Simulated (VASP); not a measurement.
# Si12H3F in VASP: notebook

Si12H3F is run at these levels: PBEsol; tasks: single point.

Everything below comes from runs of VASP 6.6.1. Logs are shortened: lines on timing, memory, paths and dates and some standing lists are left out, and cuts for length are marked.

### 1 The cell of the first run

The cell holds a slab with vacuum, 32 atoms: a = 11.519 Å, b = 7.679 Å, c = 16.419 Å, α = 90.00°, β = 90.00°, γ = 60.00°.

### 2 Single point, PBEsol

File INCAR:

```
SYSTEM = Si12H3F
PREC     = Accurate       ! precision mode
ENCUT    = 520            ! plane-wave cutoff, eV
EDIFF    = 1E-7           ! SCF threshold, eV
ISMEAR   = 0              ! smearing method
SIGMA    = 0.02           ! smearing width, eV
LREAL    = Auto         
LASPH    = .True.         ! aspherical terms in the spheres
NELM     = 100            ! most SCF steps
ALGO     = Normal         ! electronic algorithm
ISIF     = 2              ! what is computed and relaxed
LWAVE    = .False.        ! write WAVECAR
LCHARG   = .True.         ! write CHGCAR
GGA      = PS             ! functional
LELF     = .True.         ! ELF
LVHAR    = .True.       
NBANDS   = 80             ! bands
```

File KPOINTS:

```
Automatic mesh
0
Gamma
  2 2 1
  0 0 0
```

File POSCAR:

```
Si12H3F
1.0
   11.5187690000      0.0000000000      0.0000000000
    3.8395900000      6.6503650000      0.0000000000
    0.0000000000      0.0000000000     16.4187650000
H Si F
6 24 2
Direct
    0.1111111291      0.1666666416      0.0609059208
    0.4444444914      0.1666666416      0.0609059208
    0.7777778537      0.1666666416      0.0609059208
    0.1111111040      0.6666667168      0.0609059208
    0.4444443795      0.6666667168      0.0609059208
    0.7777778286      0.6666667168      0.0609059208
    0.1111111291      0.1666666416      0.1522648019
    0.4444444914      0.1666666416      0.1522648019
    0.7777778537      0.1666666416      0.1522648019
    0.1111111040      0.6666667168      0.1522648019
    0.4444443795      0.6666667168      0.1522648019
    0.7777778286      0.6666667168      0.1522648019
   -0.1123196344      0.3323628102      0.1955821890
    0.2261001079      0.3401915534      0.2038284244
    0.5583108854      0.3327680511      0.2016381866
   -0.1129442974      0.8291758422      0.2016724766
    0.2171914064      0.8339591887      0.2003164063
    0.5537116917      0.8343763087      0.1987620872
   -0.1424279405      0.2971662458      0.3323360192
    0.1759053855      0.2541389833      0.3737173289
    0.5137506954      0.2831897197      0.3430088073
   -0.1359490655      0.7527774791      0.3408228938
    0.1816113140      0.7999984963      0.3400348321
    0.5089556230      0.8166983316      0.3379171332
   -0.0610384607     -0.0343581142      0.3755954239
    0.3079931587     -0.0779023407      0.4105602340
    0.6397394614     -0.0560073019      0.3914389420
   -0.0458053600      0.4467933715      0.4144839152
    0.2752190028      0.4400993028      0.3353055483
    0.6222633211      0.4657446621      0.3440499940
    0.8502992863      0.0370463877      0.4628910274
    0.6180771693     -0.0475131816      0.4888999264
```

Potentials or basis: VASP PAW PBE potentials, release 64 (H, Si, F).

Command:

```console
$ cat potpaw_PBE.64/H/POTCAR potpaw_PBE.64/Si/POTCAR potpaw_PBE.64/F/POTCAR > POTCAR
$ mpirun -np 1 vasp_std > vasp.out
```

OUTCAR:

```text
SYSTEM = Si12H3F
   PREC = Accurate
   ENCUT = 520
   EDIFF = 1E-7
   ISMEAR = 0
   LREAL = Auto
   LASPH = .True.
   NELM = 100
   ISIF = 2
   GGA = PS

 ion  position               nearest neighbor table
   1  0.111  0.167  0.061-   7 1.50
   2  0.444  0.167  0.061-   8 1.50
   3  0.778  0.167  0.061-   9 1.50
   4  0.111  0.667  0.061-  10 1.50
   5  0.444  0.667  0.061-  11 1.50
   6  0.778  0.667  0.061-  12 1.50
   7  0.111  0.167  0.152-   1 1.50  13 2.34  17 2.35  14 2.45
   8  0.444  0.167  0.152-   2 1.50  14 2.34  18 2.34  15 2.38
   9  0.778  0.167  0.152-   3 1.50  13 2.31  15 2.33  16 2.39
  10  0.111  0.667  0.152-   4 1.50  17 2.31  14 2.33  16 2.38
  11  0.444  0.667  0.152-   5 1.50  18 2.33  15 2.36  17 2.40
  12  0.778  0.667  0.152-   6 1.50  16 2.32  13 2.33  18 2.36
  13  0.888  0.332  0.196-  19 2.31   9 2.31  12 2.33   7 2.34
  14  0.226  0.340  0.204-  10 2.33   8 2.34  29 2.45   7 2.45  20 2.99
  15  0.558  0.333  0.202-   9 2.33  11 2.36   8 2.38  21 2.45  30 2.79
  16  0.887  0.829  0.202-  12 2.32  10 2.38   9 2.39  22 2.41
  17  0.217  0.834  0.200-  10 2.31   7 2.35  23 2.37  11 2.40
  18  0.554  0.834  0.199-  11 2.33   8 2.34  24 2.36  12 2.36
  19  0.858  0.297  0.332-  13 2.31  25 2.34  30 2.36  28 2.38
  20  0.176  0.254  0.374-  26 2.30  29 2.32  28 2.32  14 2.99
  21  0.514  0.283  0.343-  30 2.30  29 2.39  27 2.40  15 2.45
  22  0.864  0.753  0.341-  25 2.27  28 2.37  27 2.39  16 2.41
  23  0.182  0.800  0.340-  17 2.37  26 2.39  29 2.41  25 2.49
  24  0.509  0.817  0.338-  30 2.34  27 2.34  26 2.36  18 2.36
  25  0.939  0.966  0.376-  31 1.68  22 2.27  19 2.34  23 2.49
  26  0.308  0.922  0.411-  20 2.30  24 2.36  23 2.39
  27  0.640  0.944  0.391-  32 1.62  24 2.34  22 2.39  21 2.40
  28  0.954  0.447  0.414-  20 2.32  22 2.37  19 2.38
  29  0.275  0.440  0.335-  20 2.32  21 2.39  23 2.41  14 2.45
  30  0.622  0.466  0.344-  21 2.30  24 2.34  19 2.36  15 2.79
  31  0.850  0.037  0.463-  25 1.68
  32  0.618  0.952  0.489-  27 1.62

  LATTYP: Found a simple monoclinic cell.
 ALAT       =     7.6791800344
 B/A-ratio  =     2.1380883019
 C/A-ratio  =     1.3228755546
 COS(beta)  =    -0.1889823052

  Lattice vectors:

 A1 = (   3.8395900000,   6.6503650000,   0.0000000000)
 A2 = (   0.0000000000,   0.0000000000,  16.4187650000)
 A3 = (   7.6791790000,  -6.6503650000,   0.0000000000)

Analysis of symmetry for initial positions (statically):
=====================================================================
 Subroutine PRICEL returns:
 Original cell was already a primitive cell.

 Routine SETGRP: Setting up the symmetry group for a
 simple monoclinic supercell.

 Subroutine GETGRP returns: Found  1 space group operations
 (whereof  1 operations were pure point group operations)
 out of a pool of  4 trial point group operations.

The static configuration has the point symmetry C_1 .

Analysis of symmetry for dynamics (positions and initial velocities):
=====================================================================
 Subroutine PRICEL returns:
 Original cell was already a primitive cell.

 Routine SETGRP: Setting up the symmetry group for a
 simple monoclinic supercell.

 Subroutine GETGRP returns: Found  1 space group operations
 (whereof  1 operations were pure point group operations)
 out of a pool of  4 trial point group operations.

The dynamic configuration has the point symmetry C_1 .

 Subroutine INISYM returns: Found  1 space group operations
 (whereof  1 operations are pure point group operations),
 and found     1 'primitive' translations

----------------------------------------------------------------------------------------

                                     Primitive cell

  volume of cell :    1257.7434

  direct lattice vectors                    reciprocal lattice vectors
    11.518769000  0.000000000  0.000000000     0.086814832 -0.050122567  0.000000000
     3.839590000  6.650365000  0.000000000     0.000000000  0.150367687  0.000000000
     0.000000000  0.000000000 16.418765000     0.000000000  0.000000000  0.060905921

  length of vectors
    11.518769000  7.679180034 16.418765000     0.100245134  0.150367687  0.060905921

  position of ions in fractional coordinates (direct lattice)
     0.111111129  0.166666642  0.060905921
     0.444444491  0.166666642  0.060905921
     0.777777854  0.166666642  0.060905921
     0.111111104  0.666666717  0.060905921
     0.444444379  0.666666717  0.060905921
     0.777777829  0.666666717  0.060905921
[... 24 lines left out ...]
     0.850299286  0.037046388  0.462891027
     0.618077169  0.952486818  0.488899926

  ion indices of the primitive-cell ions
   primitive index   ion index
                 1           1
                 2           2
                 3           3
                 4           4
                 5           5
                 6           6
[... 24 lines left out ...]
                31          31
                32          32
[... 63 lines left out ...]
   NUPDOWN=      -1.0000    fix difference up-down
   EMIN   =  10.00;   EMAX   =-10.00  energy-range for DOS
   EFERMI =   0.00;   METHOD = LEGACY
   ISMEAR =     0;   SIGMA  =   0.02  broadening in eV -4-tet -1-fermi 0-gaus
   EFERMI_NEDOS =   21; number of points for ismear=-14 and -15
   IALGO  =     38    algorithm
   IMIX   =      4    mixing-type and parameters
     AMIX     =   0.40;   BMIX     =  1.00
     AMIX_MAG =   1.60;   BMIX_MAG =  1.00
  volume/ion in A,a.u.               =      39.30       265.24
  Fermi-wavevector in a.u.,A,eV,Ry     =   0.739657  1.397748  7.443637  0.547092
  Thomas-Fermi vector in A             =   1.833872
   LORBIT       =      0    0 simple, 1 ext, 2 COOP (PROOUT), +10 PAW based schemes
   GGA     = PS    functional components
   LHFCALC =     F    Hartree Fock is set to
   AEXX    =    0.0000 exact exchange contribution
   IVDW    =     0    specifies the selected vdW correction
   LEPSILON=     F    determine dielectric tensor
   LRPA    =     F    only Hartree local field effects (RPA)
 non-spin polarized calculation
 Gauss-broadening in eV      SIGMA  =   0.02
  energy-cutoff  :      520.00
  volume of cell :     1257.74
 maximum number of plane-waves:     33926
 NGX is ok and might be reduce to    90
   NGX = 43   NGY = 29   NGZ = 61

 number of electron     116.0000007 magnetization

 Free energy of the ion-electron system (eV)
  ---------------------------------------------------
  ext. energy  EPLUGINS =         0.00000000
  ---------------------------------------------------
  free energy    TOTEN  =      -160.91463363 eV

  energy without entropy =     -160.91463363  energy(sigma->0) =     -160.91463363

 E-fermi :  -0.6180     XC(G=0):  -4.7461

 val. band max:       -0.7734396874   @ k =   0.5000   0.5000   0.0000
 cond. band min:      -0.3352877871   @ k =   0.0000   0.0000   0.0000
 fundamental gap:      0.4381519002
 Fermi energy:        -0.6180017715

 k-point     1 :       0.0000    0.0000    0.0000
  band No.  band energies     occupation
      1     -25.5209      2.00000
      2     -24.9250      2.00000
      3     -12.3951      2.00000
      4     -11.2039      2.00000
      5     -11.1362      2.00000
      6     -10.9406      2.00000
[... 62 lines left out ...]
     69       1.4908      0.00000
     70       1.7305      0.00000

 k-point     2 :       0.5000    0.0000    0.0000
  band No.  band energies     occupation
      1     -25.5209      2.00000
      2     -24.9250      2.00000
      3     -12.2037      2.00000
      4     -11.9144      2.00000
      5     -10.7112      2.00000
      6     -10.5999      2.00000
[... 62 lines left out ...]
     69       1.6378      0.00000
     70       1.7911      0.00000

 k-point     3 :       0.0000    0.5000    0.0000
  band No.  band energies     occupation
      1     -25.5209      2.00000
      2     -24.9250      2.00000
      3     -11.8803      2.00000
      4     -11.5377      2.00000
      5     -11.4062      2.00000
      6     -11.1433      2.00000
[... 62 lines left out ...]
     69       1.6941      0.00000
     70       1.8100      0.00000

 k-point     4 :       0.5000    0.5000    0.0000
  band No.  band energies     occupation
      1     -25.5209      2.00000
      2     -24.9249      2.00000
      3     -11.9604      2.00000
      4     -11.7081      2.00000
      5     -10.9620      2.00000
      6     -10.8863      2.00000
[... 62 lines left out ...]
     69       2.2250      0.00000
     70       2.2783      0.00000
 [bands above 70 left out]

------------------------ aborting loop because EDIFF is reached ----------------------------------------

  FORCE on cell =-STRESS in cart. coord.  units (eV):
  Direction    XX          YY          ZZ          XY          YZ          ZX
  --------------------------------------------------------------------------------------
  -------------------------------------------------------------------------------------
  Total       -7.0166351     -1.6232140      2.4493586      1.5720149      0.8492456      6.8756249
  in kB       -8.9381458     -2.0677323      3.1201173      2.0025123      1.0818122      8.7585199
  external PRESSURE =      -2.6285870 kB  Pullay stress =       0.0000000 kB

 VOLUME and BASIS-vectors are now :
 -----------------------------------------------------------------------------
  energy-cutoff  :      520.00
  volume of cell :     1257.74
      direct lattice vectors                 reciprocal lattice vectors
    11.518769000  0.000000000  0.000000000     0.086814832 -0.050122567  0.000000000
     3.839590000  6.650365000  0.000000000     0.000000000  0.150367687  0.000000000
     0.000000000  0.000000000 16.418765000     0.000000000  0.000000000  0.060905921

 POSITION                                       TOTAL-FORCE (eV/Angst)
 -----------------------------------------------------------------------------------
      1.91979      1.10839      1.00000         0.182403      0.100012     -0.082665
      5.75939      1.10839      1.00000         0.067577      0.007592     -0.171657
      9.59898      1.10839      1.00000        -0.258317     -0.149640     -0.167721
      3.83959      4.43358      1.00000        -0.213255     -0.040436     -0.187172
      7.67918      4.43358      1.00000        -0.186525     -0.139059     -0.128690
     11.51877      4.43358      1.00000        -0.191851     -0.036670     -0.188474
[... 24 lines left out ...]
      9.93664      0.24637      7.60010         1.051521     -0.076750      0.211464
     10.77665      6.33439      8.02713         0.341334      0.074214      0.253219
 -----------------------------------------------------------------------------------
    total drift:                                0.007125      0.002531      0.054672

  FREE ENERGIE OF THE ION-ELECTRON SYSTEM (eV)
  ---------------------------------------------------
  free  energy   TOTEN  =      -160.9146336315 eV

  energy  without entropy=     -160.9146336315  energy(sigma->0) =     -160.91463363
```

Wall time 17 min (1 thread of Intel Xeon 6975P-C (Granite Rapids), shared host); peak memory 1.4 GiB.

What came out:

```
Free energy            : -160.9146 eV
Largest force          : 1.075 eV/Å
Band gap on the k mesh : 0.44 eV (least direct gap 0.49 eV)
```

Forces in eV/Å, atoms in the order of the input:
```
H    0.182  0.100 -0.083
H    0.068  0.008 -0.172
H   -0.258 -0.150 -0.168
H   -0.213 -0.040 -0.187
H   -0.187 -0.139 -0.129
H   -0.192 -0.037 -0.188
Si   0.269  0.039  0.870
Si  -0.014  0.097  0.049
Si   0.039 -0.457  0.022
Si  -0.269  0.095 -0.257
Si  -0.297  0.293  0.350
Si  -0.150  0.077 -0.112
Si   0.002  0.028 -0.048
Si  -0.026 -0.007  0.004
Si   0.047  0.065 -0.002
Si  -0.028 -0.064 -0.125
Si  -0.008  0.010  0.065
Si   0.001 -0.037 -0.044
Si   0.086  0.058  0.001
Si  -0.022  0.016 -0.008
Si  -0.019 -0.032  0.039
Si   0.004  0.017 -0.211
Si  -0.074  0.067  0.103
Si  -0.171 -0.040 -0.041
Si   0.000  0.132  0.396
Si  -0.051  0.018  0.116
Si  -0.138 -0.201 -0.697
Si   0.033  0.124  0.024
Si   0.010  0.025  0.049
Si  -0.019 -0.062 -0.082
F    1.052 -0.077  0.211
F    0.341  0.074  0.253
```

Caveat: there is no dipole correction, which matters where the two faces differ; semilocal functionals underestimate gaps, and a narrow one can read as zero; the PAW data sets were made with another functional, which shifts forces and pressure a little.

### 3 Single point, PBEsol

File INCAR:

```
ALGO     = Normal         # electronic algorithm
EDIFF    = 1E-7           # SCF threshold, eV
ENCUT    = 520            # plane-wave cutoff, eV
GGA      = PS             # functional
ISIF     = 2              # what is computed and relaxed
ISMEAR   = 0              # smearing method
LASPH    = True           # aspherical terms in the spheres
LCHARG   = True           # write CHGCAR
LELF     = True           # ELF
LREAL    = Auto         
LVHAR    = True         
LWAVE    = False          # write WAVECAR
NBANDS   = 80             # bands
NELM     = 60             # most SCF steps
PREC     = Accurate       # precision mode
SIGMA    = 0.02           # smearing width, eV
```

File KPOINTS:

```
k-points
0
Gamma
  2 2 1
```

File POSCAR:

```
Si12H3F
1.0
   11.5187690000      0.0000000000      0.0000000000
    3.8395900000      6.6503650000      0.0000000000
    0.0000000000      0.0000000000     16.4187650000
H Si F
6 24 2
Direct
    0.1111111291      0.1666666416      0.0609059208
    0.4444444914      0.1666666416      0.0609059208
    0.7777778537      0.1666666416      0.0609059208
    0.1111111040      0.6666667168      0.0609059208
    0.4444444663      0.6666667168      0.0609059208
    0.7777777418      0.6666667168      0.0609059208
    0.1111111291      0.1666666416      0.1522648019
    0.4444444914      0.1666666416      0.1522648019
    0.7777778537      0.1666666416      0.1522648019
    0.1111111040      0.6666667168      0.1522648019
    0.4444444663      0.6666667168      0.1522648019
    0.7777777418      0.6666667168      0.1522648019
   -0.1122907429      0.3317041997      0.1956065514
    0.2273016521      0.3395270786      0.2035531905
    0.5577694788      0.3391683013      0.2016043838
   -0.1117061406      0.8285109163      0.1995047131
    0.2185114074      0.8322741684      0.2003616594
    0.5527612426      0.8328745866      0.1995234112
   -0.1413986479      0.2991458364      0.3329635329
    0.1708397451      0.2505172272      0.3820060157
    0.5149510762      0.2567546293      0.3581392389
   -0.1238261781      0.7611273968      0.3405940703
    0.1916934697      0.7855857536      0.3397158678
    0.5069444975      0.7875904556      0.3382988306
   -0.0411504761     -0.0334319996      0.3815265643
    0.3076026970     -0.0839731353      0.4168013855
    0.6439457361     -0.0806300105      0.3657822010
   -0.0516001224      0.4586361801      0.4147369184
    0.2760364252      0.4243380626      0.3367492013
    0.6219923590      0.4332784742      0.3323249343
    0.9329300366      0.0066307639      0.4794930069
    0.5794197440      0.0728650232      0.4509339162
```

Potentials or basis: VASP PAW PBE potentials, release 64 (H, Si, F).

Command:

```console
$ cat potpaw_PBE.64/H/POTCAR potpaw_PBE.64/Si/POTCAR potpaw_PBE.64/F/POTCAR > POTCAR
$ mpirun -np 1 vasp_std > vasp.out
```

It took 14 min on 1 thread of Intel Xeon 6975P-C (Granite Rapids), shared host; peak memory 1.4 GiB.

The run converged. Its results:

| Item | Value |
| --- | --- |
| Free energy | -160.7451 eV |
| Largest force | 1.939 eV/Å |
| Band gap on the k mesh | 0.86 eV (least direct gap 0.88 eV) |

Forces in eV/Å, atoms in the order of the input:
```
H    0.191  0.070 -0.075
H    0.159  0.004 -0.131
H   -0.200 -0.174 -0.180
H   -0.159 -0.073 -0.177
H   -0.186  0.009 -0.168
H   -0.164 -0.018 -0.161
Si   0.291  0.031  0.987
Si   0.226  0.110  0.530
Si  -0.045 -0.290 -0.160
Si  -0.111  0.020 -0.317
Si  -0.310  0.192 -0.199
Si  -0.284  0.002  0.003
Si   0.079 -0.072 -0.006
Si  -0.195 -0.077 -0.082
Si   0.002 -0.038  0.008
Si   0.059  0.026  0.085
Si   0.034  0.046  0.030
Si   0.087  0.080  0.028
Si   0.068 -0.023  0.025
Si  -0.016  0.000 -0.161
Si  -0.211  0.764 -1.265
Si   0.007  0.023  0.005
Si   0.009  0.129  0.018
Si   0.025  0.017  0.042
Si   0.103 -0.108 -0.027
Si   0.022 -0.121  0.040
Si   0.003 -0.785 -0.998
Si  -0.018  0.109  0.008
Si   0.158  0.061  0.138
Si  -0.048  0.043  0.156
F    0.353 -0.110  0.070
F    0.068  0.155  1.932
```

Levels at points of the mesh, in eV from the valence-band top:
```tsv
k point	band 55	band 56	band 57	band 58	band 59	band 60	band 61	band 62
(0.00, 0.00, 0.00)	-0.49	-0.42	-0.34	0.00	0.88	1.17	1.24	1.54
(0.50, 0.00, 0.00)	-0.88	-0.71	-0.57	-0.05	0.86	1.02	1.25	1.48
(0.00, 0.50, 0.00)	-1.07	-0.88	-0.57	-0.05	1.04	1.21	1.58	1.79
(0.50, 0.50, 0.00)	-1.01	-0.94	-0.56	-0.05	1.11	1.40	1.80	2.01
```

Caveat: there is no dipole correction, which matters where the two faces differ; the PAW data sets were made with another functional, which shifts forces and pressure a little.
